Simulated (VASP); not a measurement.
# HfH2 (I4/mmm) in VASP: further runs

Runs on HfH2. Level: PBEsol. Tasks: single point, relaxation of shape and atoms at fixed volume.

Everything below comes from runs of VASP 6.6.1. Logs are shortened: lines on timing, memory, paths and dates and some standing lists are left out, and cuts for length are marked.

### Step 1. The cell of the first run

Symmetry: I4/mmm, No. 139, tetragonal system. Conventional cell: a = 3.443 Å, b = 3.443 Å, c = 4.322 Å, α = 90.00°, β = 90.00°, γ = 90.00°. Within 2.7 Å of Hf (site symmetry 4/mmm) lie 8 H at 2.03 Å. Within 2.7 Å of H (site symmetry -4m2) lie 4 Hf at 2.03 Å and 6 H at 2.16 to 2.43 Å.

### Step 2. Single point, PBEsol (uniaxial strain along c: +2.0 %, then relaxed in part)

Input file INCAR:

```
SYSTEM = HfH2
ALGO = Normal ; EDIFF = 1E-6
ENCUT = 520 ; GGA = PS
ISIF = 2 ; ISMEAR = 0
LASPH = .TRUE. ; LCHARG = .FALSE.
LREAL = .FALSE. ; LWAVE = .FALSE.
NBANDS = 21 ; NELM = 60
PREC = Accurate ; SIGMA = 0.1
```

Input file KPOINTS:

```
k-points
0
G
  10 10 8
  0 0 0
```

Input file POSCAR:

```
HfH2
1.0
    3.4429618183      0.0000000000      0.0000000000
    0.0000000000      3.4429618183      0.0000000000
    0.0000000000      0.0000000000      4.3224250871
Hf H
2 4
Direct
    0.0000000000      0.0000000000      0.0000000000
    0.5000000000      0.5000000000      0.5000000000
    0.0000000000      0.5000000000      0.2500000000
    0.5000000000      0.0000000000      0.2500000000
    0.5000000000      0.0000000000      0.7500000000
    0.0000000000      0.5000000000      0.7500000000
```

Potentials or basis: VASP PAW PBE potentials, release 64 (Hf_pv, H).

On the command line:

```console
> cat potpaw_PBE.64/Hf_pv/POTCAR potpaw_PBE.64/H/POTCAR > POTCAR
> mpirun -np 1 vasp_std > vasp.out
```

OUTCAR:

```text
SYSTEM = HfH2
   EDIFF = 1E-6
   ENCUT = 520
   GGA = PS
   ISIF = 2
   ISMEAR = 0
   LASPH = .TRUE.
   LREAL = .FALSE.
   NELM = 60
   PREC = Accurate

 ion  position               nearest neighbor table
   1  0.000  0.000  0.000-   3 2.03   4 2.03   5 2.03   6 2.03   3 2.03   6 2.03   4 2.03   5 2.03
                             2 3.26   2 3.26   2 3.26   2 3.26   2 3.26   2 3.26   2 3.26   2 3.26
   2  0.500  0.500  0.500-   3 2.03   4 2.03   5 2.03   6 2.03   4 2.03   5 2.03   3 2.03   6 2.03
                             1 3.26   1 3.26   1 3.26   1 3.26   1 3.26   1 3.26   1 3.26   1 3.26
   3  0.000  0.500  0.250-   1 2.03   2 2.03   1 2.03   2 2.03
   4  0.500  0.000  0.250-   1 2.03   2 2.03   2 2.03   1 2.03
   5  0.500  0.000  0.750-   1 2.03   2 2.03   2 2.03   1 2.03
   6  0.000  0.500  0.750-   1 2.03   2 2.03   1 2.03   2 2.03

  LATTYP: Found a simple tetragonal cell.
 ALAT       =     3.4429618183
 C/A-ratio  =     1.2554379965

  Lattice vectors:

 A1 = (   3.4429618183,   0.0000000000,   0.0000000000)
 A2 = (   0.0000000000,   3.4429618183,   0.0000000000)
 A3 = (   0.0000000000,   0.0000000000,   4.3224250871)

Analysis of symmetry for initial positions (statically):
=====================================================================
 Subroutine PRICEL returns following result:

  LATTYP: Found a body centered tetragonal cell.
 ALAT       =     3.4429618183
 C/A-ratio  =     1.2554379965

  Lattice vectors:

 A1 = (  -1.7214809092,  -1.7214809092,  -2.1612125436)
 A2 = (   1.7214809092,   1.7214809092,  -2.1612125436)
 A3 = (   1.7214809092,  -1.7214809091,   2.1612125436)

   2 primitive cells build up your supercell.

 Routine SETGRP: Setting up the symmetry group for a
 simple tetragonal supercell.

 Subroutine GETGRP returns: Found 16 space group operations
 (whereof 16 operations were pure point group operations)
 out of a pool of 16 trial point group operations.

The static configuration has the point symmetry D_4h.

Analysis of symmetry for dynamics (positions and initial velocities):
=====================================================================
 Subroutine PRICEL returns following result:

  LATTYP: Found a body centered tetragonal cell.
 ALAT       =     3.4429618183
 C/A-ratio  =     1.2554379965

  Lattice vectors:

 A1 = (  -1.7214809092,  -1.7214809092,  -2.1612125436)
 A2 = (   1.7214809092,   1.7214809092,  -2.1612125436)
 A3 = (   1.7214809092,  -1.7214809091,   2.1612125436)

   2 primitive cells build up your supercell.

 Routine SETGRP: Setting up the symmetry group for a
 simple tetragonal supercell.

 Subroutine GETGRP returns: Found 16 space group operations
 (whereof 16 operations were pure point group operations)
 out of a pool of 16 trial point group operations.

The dynamic configuration has the point symmetry D_4h.

 Subroutine INISYM returns: Found 16 space group operations
 (whereof 16 operations are pure point group operations),
 and found     2 'primitive' translations

----------------------------------------------------------------------------------------

                                     Primitive cell

  volume of cell :      25.6190

  direct lattice vectors                    reciprocal lattice vectors
    -1.721480909 -1.721480909 -2.161212544     0.000000000 -0.290447601 -0.231351609
     1.721480909  1.721480909 -2.161212544     0.290447601  0.000000000 -0.231351609
     1.721480909 -1.721480909  2.161212544     0.290447601 -0.290447601  0.000000000

  length of vectors
     3.255431262  3.255431262  3.255431262     0.371326509  0.371326509  0.410754936

  position of ions in fractional coordinates (direct lattice)
     0.000000000  0.000000000  0.000000000
     0.250000000  0.750000000  0.500000000
     0.750000000  0.250000000  0.500000000

  ion indices of the primitive-cell ions
   primitive index   ion index
                 1           1
                 2           3
                 3           4

----------------------------------------------------------------------------------------

 KPOINTS: k-points

Automatic generation of k-mesh.
 Grid dimensions read from file:
 generate k-points for:   10   10    8

 Generating k-lattice:

  Cartesian coordinates                     Fractional coordinates (reciprocal lattice)
     0.029044760  0.000000000  0.000000000     0.100000000  0.000000000  0.000000000
     0.000000000  0.029044760  0.000000000     0.000000000  0.100000000  0.000000000
     0.000000000  0.000000000  0.028918951     0.000000000  0.000000000  0.125000000

  Length of vectors
     0.029044760  0.029044760  0.028918951

  Shift w.r.t. Gamma in fractional coordinates (k-lattice)
     0.000000000  0.000000000  0.000000000

 Subroutine IBZKPT returns following result:
 ===========================================

 Found    105 irreducible k-points:

 Following reciprocal coordinates:
            Coordinates               Weight
  0.000000  0.000000  0.000000      1.000000
  0.100000  0.000000  0.000000      4.000000
  0.200000  0.000000  0.000000      4.000000
  0.300000  0.000000  0.000000      4.000000
  0.400000  0.000000  0.000000      4.000000
  0.500000  0.000000  0.000000      2.000000
[... 16 lines left out ...]
  0.100000  0.000000  0.125000      8.000000
  0.200000  0.000000  0.125000      8.000000
 [... further k-points ...]
   k-points           NKPTS =    105   k-points in BZ     NKDIM =    105   number of bands    NBANDS=     21
   number of dos      NEDOS =    301   number of ions     NIONS =      6
   total plane-waves  NPLWV =  25088
   dimension x,y,z NGX =    28 NGY =   28 NGZ =   32
   dimension x,y,z NGXF=    56 NGYF=   56 NGZF=   64
   ions per type =               2   4
   NGX,Y,Z   is equivalent  to a cutoff of  13.52, 13.52, 12.31 a.u.
   NGXF,Y,Z  is equivalent  to a cutoff of  27.04, 27.04, 24.62 a.u.
 SYSTEM =  HfH2
   PREC   = accura    normal or accurate (medium, high low for compatibility)
   ISTART =      0    job   : 0-new  1-cont  2-samecut
   ICHARG =      2    charge: 1-file 2-atom 10-const
   ISPIN  =      1    spin polarized calculation?
   LNONCOLLINEAR =      F non collinear calculations
   LSORBIT =      F    spin-orbit coupling
   LASPH  =      T    aspherical Exc in radial PAW
   ENCUT  =  520.0 eV  38.22 Ry    6.18 a.u.   6.40  6.40  8.04*2*pi/ulx,y,z
   NELM   =     60;   NELMIN=  2; NELMDL= -5     # of ELM steps
   EDIFF  = 0.1E-05   stopping-criterion for ELM
   LREAL  =      F    real-space projection
   EDIFFG = 0.1E-04   stopping-criterion for IOM
   NSW    =      0    number of steps for IOM
   IBRION =     -1    ionic relax: 0-MD 1-quasi-New 2-CG
   NFREE  =      0    steps in history (QN), initial steepest desc. (CG)
   ISIF   =      2    stress and relaxation
   ISYM   =      2    0-nonsym 1-usesym 2-fastsym
   POTIM  = 0.5000    time-step for ionic-motion
   TEBEG  =    0.0;   TEEND  =   0.0 temperature during run
   PSTRESS=    0.0 pullay stress
   NELECT =      24.0000    total number of electrons
   NUPDOWN=      -1.0000    fix difference up-down
   EMIN   =  10.00;   EMAX   =-10.00  energy-range for DOS
   EFERMI =   0.00;   METHOD = LEGACY
   ISMEAR =     0;   SIGMA  =   0.10  broadening in eV -4-tet -1-fermi 0-gaus
   EFERMI_NEDOS =   21; number of points for ismear=-14 and -15
   IALGO  =     38    algorithm
   IMIX   =      4    mixing-type and parameters
     AMIX     =   0.40;   BMIX     =  1.00
     AMIX_MAG =   1.60;   BMIX_MAG =  1.00
  volume/ion in A,a.u.               =       8.54        57.63
  Fermi-wavevector in a.u.,A,eV,Ry     =   1.271397  2.402593 21.993152  1.616451
  Thomas-Fermi vector in A             =   2.404333
   LORBIT       =      0    0 simple, 1 ext, 2 COOP (PROOUT), +10 PAW based schemes
   GGA     = PS    functional components
   LHFCALC =     F    Hartree Fock is set to
   AEXX    =    0.0000 exact exchange contribution
   IVDW    =     0    specifies the selected vdW correction
   LEPSILON=     F    determine dielectric tensor
   LRPA    =     F    only Hartree local field effects (RPA)
 non-spin polarized calculation
 Gauss-broadening in eV      SIGMA  =   0.10
  energy-cutoff  :      520.00
  volume of cell :       51.24
 maximum number of plane-waves:      1398
 NGX is ok and might be reduce to    28
   NGX = 13   NGY = 13   NGZ = 17

 number of electron      24.0000000 magnetization

 Free energy of the ion-electron system (eV)
  ---------------------------------------------------
  ext. energy  EPLUGINS =         0.00000000
  ---------------------------------------------------
  free energy    TOTEN  =       -37.57568887 eV

  energy without entropy =      -37.57015923  energy(sigma->0) =      -37.57292405

 E-fermi :   5.4379     XC(G=0): -11.6628

 val. band max:        5.4358777479   @ k =   0.2000   0.2000   0.0000
 cond. band min:       5.4631834065   @ k =   0.1000   0.0000   0.1250
 fundamental gap:      0.0273056586
 Fermi energy:         5.4378551638

 k-point     1 :       0.0000    0.0000    0.0000
  band No.  band energies     occupation
      1     -25.9480      2.00000
      2     -25.6959      2.00000
      3     -25.6959      2.00000
      4     -25.4081      2.00000
      5     -25.4081      2.00000
      6     -25.3506      2.00000
[... 13 lines left out ...]
     20      11.1566      0.00000
     21      11.1566      0.00000

 k-point     2 :       0.1000    0.0000    0.0000
  band No.  band energies     occupation
      1     -25.9308      2.00000
      2     -25.7134      2.00000
      3     -25.6874      2.00000
      4     -25.4411      2.00000
      5     -25.4136      2.00000
      6     -25.3623      2.00000
[... 13 lines left out ...]
     20      10.6066      0.00000
     21      12.3472      0.00000
[... 487 lines left out ...]
      5     -25.4241      2.00000
      6     -25.3708      2.00000
[... 13 lines left out ...]
     20      11.6089      0.00000
     21      12.9194      0.00000

 k-point    24 :       0.2000    0.0000    0.1250
  band No.  band energies     occupation
      1     -25.8948      2.00000
      2     -25.7190      2.00000
      3     -25.6541      2.00000
      4     -25.5688      2.00000
      5     -25.4388      2.00000
      6     -25.3866      2.00000
[... 13 lines left out ...]
     20      11.3867      0.00000
     21      14.1950      0.00000

 [... further k-points ...]

------------------------ aborting loop because EDIFF is reached ----------------------------------------

  FORCE on cell =-STRESS in cart. coord.  units (eV):
  Direction    XX          YY          ZZ          XY          YZ          ZX
  --------------------------------------------------------------------------------------
  -------------------------------------------------------------------------------------
  Total       -0.2204093     -0.2204093     -1.0147500      0.0000000      0.0000000      0.0000000
  in kB       -6.8920538     -6.8920538    -31.7305618      0.0000000      0.0000000      0.0000000
  external PRESSURE =     -15.1715564 kB  Pullay stress =       0.0000000 kB

 VOLUME and BASIS-vectors are now :
 -----------------------------------------------------------------------------
  energy-cutoff  :      520.00
  volume of cell :       51.24
      direct lattice vectors                 reciprocal lattice vectors
     3.442961818  0.000000000  0.000000000     0.290447601  0.000000000  0.000000000
     0.000000000  3.442961818  0.000000000     0.000000000  0.290447601  0.000000000
     0.000000000  0.000000000  4.322425087     0.000000000  0.000000000  0.231351609

 POSITION                                       TOTAL-FORCE (eV/Angst)
 -----------------------------------------------------------------------------------
      0.00000      0.00000      0.00000         0.000000      0.000000     -0.000000
      1.72148      1.72148      2.16121        -0.000000     -0.000000      0.000000
      0.00000      1.72148      1.08061         0.000000      0.000000     -0.000000
      1.72148      0.00000      1.08061        -0.000000      0.000000     -0.000000
      1.72148      0.00000      3.24182         0.000000      0.000000     -0.000000
      0.00000      1.72148      3.24182         0.000000      0.000000     -0.000000
 -----------------------------------------------------------------------------------
    total drift:                                0.000000      0.000000      0.000000

  FREE ENERGIE OF THE ION-ELECTRON SYSTEM (eV)
  ---------------------------------------------------
  free  energy   TOTEN  =       -37.5756888736 eV

  energy  without entropy=      -37.5701592343  energy(sigma->0) =      -37.57292405
```

Run time: 44 s. Hardware: 1 thread of Intel Xeon 6975P-C (Granite Rapids), shared host; peak memory 0.23 GiB.

What came out:

```yaml
Free_energy: -37.5757 eV
Pressure: -1.5 GPa
Band_gap_on_the_k_mesh: zero (bands 12 and 13 overlap by 1.06 eV)
```

Caveat: the cell differs from its parent crystal (uniaxial strain along c: +2.0 %, then relaxed in part); the PAW data sets were made with another functional, which shifts forces and pressure a little; spin-orbit coupling is left out, which moves the levels of the heavy elements.

### Step 3. Relaxation of shape and atoms at fixed volume, PBEsol (8.66 Å³/atom)

Input file INCAR:

```
SYSTEM = HfH2
ALGO = Normal
EDIFF = 1E-7
EDIFFG = -0.001
ENCUT = 600
GGA = PS
IBRION = 2
ISIF = 4
ISMEAR = -1
LASPH = .TRUE.
LCHARG = .FALSE.
LREAL = .FALSE.
LWAVE = .FALSE.
NELM = 80
NSW = 80
PREC = Accurate
SIGMA = 0.15
```

Input file KPOINTS:

```
k-points
0
G
  16 16 16
  0 0 0
```

Input file POSCAR:

```
HfH2
1.0
   -1.7393791741      1.7393791741      2.1467139766
    1.7393791741     -1.7393791741      2.1467139766
    1.7393791741      1.7393791741     -2.1467139766
Hf H
1 2
Direct
    0.0000000000      0.0000000000      0.0000000000
    0.7500000000      0.2500000000      0.5000000000
    0.2500000000      0.7500000000      0.5000000000
```

Potentials or basis: VASP PAW PBE potentials, release 64 (Hf_pv, H).

On the command line:

```console
> cat potpaw_PBE.64/Hf_pv/POTCAR potpaw_PBE.64/H/POTCAR > POTCAR
> mpirun -np 1 vasp_std > vasp.out
```

It took 6.2 min on 1 thread of Intel Xeon 8259CL, shared host; peak memory 0.27 GiB.

It converged, with:

| Quantity | Value |
| --- | --- |
| Free energy | -18.8048 eV |
| Energy gained by relaxing | 0.1 meV/atom |
| Ionic steps | 5 |
| Pressure after relaxing | -3.5 GPa |
| Band gap on the k mesh | zero (bands 6 and 7 overlap by 1.14 eV) |

Step by step:
| step | energy change (eV) | largest force (eV/Å) | pressure (GPa) | volume (Å³) |
| --- | --- | --- | --- | --- |
| 1 | 0.0000 | 0.0000 | -3.55 | 25.98 |
| 2 | -0.0001 | 0.0000 | -3.53 | 25.98 |
| 3 | -0.0002 | 0.0000 | -3.49 | 25.98 |
| 4 | -0.0001 | 0.0000 | -3.40 | 25.98 |
| 5 | -0.0002 | 0.0000 | -3.45 | 25.98 |

Final structure:
```yaml
crystal:
  lattice:
    - [-1.73498, 1.73498, 2.15761]
    - [1.73498, -1.73498, 2.15761]
    - [1.73498, 1.73498, -2.15761]
  atoms:
    - { symbol: Hf, position: [0.00000, 0.00000, 0.00000] }
    - { symbol: H, position: [0.75000, 0.25000, 0.50000] }
    - { symbol: H, position: [0.25000, 0.75000, 0.50000] }
```

Levels at points of the mesh, in eV from the Fermi level:
```
           k point  band 2  band 3  band 4  band 5  band 6  band 7  band 8  band 9  band 10
(0.00, 0.00, 0.00)  -30.88  -30.82  -11.35   -1.22   -0.49   -0.49    0.36    1.82     3.24
(0.50, 0.00, 0.00)  -31.00  -30.87   -8.44   -5.18   -0.88    0.62    3.81    4.58     4.94
(0.50, 0.50, 0.00)  -31.04  -30.98   -6.63   -5.76   -4.20    3.95    4.17    5.39     6.43
(0.50, 0.50, 0.50)  -31.16  -31.16   -7.78   -4.24   -3.86    4.65    4.77    4.77     5.58
```

Caveat: the PAW data sets were made with another functional, which shifts forces and pressure a little; spin-orbit coupling is left out, which moves the levels of the heavy elements.

### Step 4. Relaxation of shape and atoms at fixed volume, PBEsol (7.97 Å³/atom)

Input file INCAR:

```
SYSTEM = HfH2
ALGO = Normal
EDIFF = 1E-6
EDIFFG = -0.01
ENCUT = 600
GGA = PS
IBRION = 2
ISIF = 4
ISMEAR = 0
LASPH = .TRUE.
LCHARG = .FALSE.
LREAL = .FALSE.
LWAVE = .FALSE.
NELM = 60
NSW = 50
PREC = Accurate
SIGMA = 0.1
```

KPOINTS is that of step 3.

Input file POSCAR:

```
HfH2
1.0
   -1.7023251134      1.7023251134      2.0620699847
    1.7023251134     -1.7023251134      2.0620699847
    1.7023251134      1.7023251134     -2.0620699847
Hf H
1 2
Direct
    0.0000000000      0.0000000000      0.0000000000
    0.7500000000      0.2500000000      0.5000000000
    0.2500000000      0.7500000000      0.5000000000
```

On the command line:

```console
> cat potpaw_PBE.64/Hf_pv/POTCAR potpaw_PBE.64/H/POTCAR > POTCAR
> mpirun -np 1 vasp_std > vasp.out
```

It took 2.2 min on 1 thread of Intel Xeon Platinum 8259CL at 2.50GHz (Skylake/Cascade Lake), shared host; peak memory 0.26 GiB.

It converged, with:

| Item | Value |
| --- | --- |
| Free energy | -18.7492 eV |
| Energy gained by relaxing | 0.1 meV/atom |
| Ionic steps | 3 |
| Pressure after relaxing | 10.0 GPa |
| Band gap on the k mesh | zero (bands 6 and 7 overlap by 1.25 eV) |

Stress tensor (GPa, compression positive):
```
10.12  0.00  0.00
 0.00 10.12  0.00
 0.00  0.00  9.92
```

The path:
```csv
step,energy change (eV),largest force (eV/Å),pressure (GPa),volume (Å³)
1,0.0000,0.0000,10.21,23.90
2,-0.0001,0.0000,10.15,23.90
3,-0.0003,0.0000,10.05,23.90
```

Final structure:
```cif
data_structure
_symmetry_space_group_name_H-M 'P 1'
_symmetry_Int_Tables_number 1
_cell_length_a 3.1678
_cell_length_b 3.1678
_cell_length_c 3.1678
_cell_angle_alpha 114.811
_cell_angle_beta 114.811
_cell_angle_gamma 99.250
_cell_volume 23.90
loop_
_atom_site_label
_atom_site_type_symbol
_atom_site_fract_x
_atom_site_fract_y
_atom_site_fract_z
_atom_site_occupancy
Hf1 Hf 0.00000 0.00000 0.00000 1
H1 H 0.75000 0.25000 0.50000 1
H2 H 0.25000 0.75000 0.50000 1
```

Levels at points of the mesh, in eV from the Fermi level:
```tsv
k point	band 4	band 5	band 6	band 7	band 8	band 9
(0.00, 0.00, 0.00)	-11.80	-1.07	-0.51	-0.51	0.62	1.76
(0.50, 0.00, 0.00)	-8.82	-5.08	-1.13	0.96	4.05	4.74
(0.50, 0.50, 0.00)	-6.82	-5.81	-4.52	4.20	4.40	6.13
(0.50, 0.50, 0.50)	-8.41	-4.15	-3.77	5.22	5.30	5.30
```

Caveat: the PAW data sets were made with another functional, which shifts forces and pressure a little; spin-orbit coupling is left out, which moves the levels of the heavy elements.

### Step 5. The runs side by side

| task | cell | k mesh | cutoff (eV) | smearing | gap on the mesh (eV) | pressure (GPa) |
| --- | --- | --- | --- | --- | --- | --- |
| single point | a = 3.443, b = 3.443, c = 4.322 Å, 6 atoms, atomic positions A | 10 × 10 × 8 | 520 | gaussian 0.1 eV | none | -1.5 |
| relaxation of shape and atoms at fixed volume | relaxed from a = 3.265 Å, angles 115.6, 115.6, 97.8°, 3 atoms, atomic positions B | 16 × 16 × 16 | 600 | fermi-dirac 0.15 eV | none | -3.5 |
| relaxation of shape and atoms at fixed volume | relaxed from a = 3.170 Å, angles 115.0, 115.0, 98.8°, 3 atoms, atomic positions B | 16 × 16 × 16 | 600 | gaussian 0.1 eV | none | 10.0 |

Alike in all rows: level PBEsol; potentials or basis VASP PAW PBE potentials, release 64 (Hf_pv, H); no spin polarisation.

Caveats: the PAW data sets were made with another functional, which shifts forces and pressure a little; spin-orbit coupling is left out, which moves the levels of the heavy elements.

Total energies depend on the potentials used, so only differences within one code and one set of settings carry meaning.
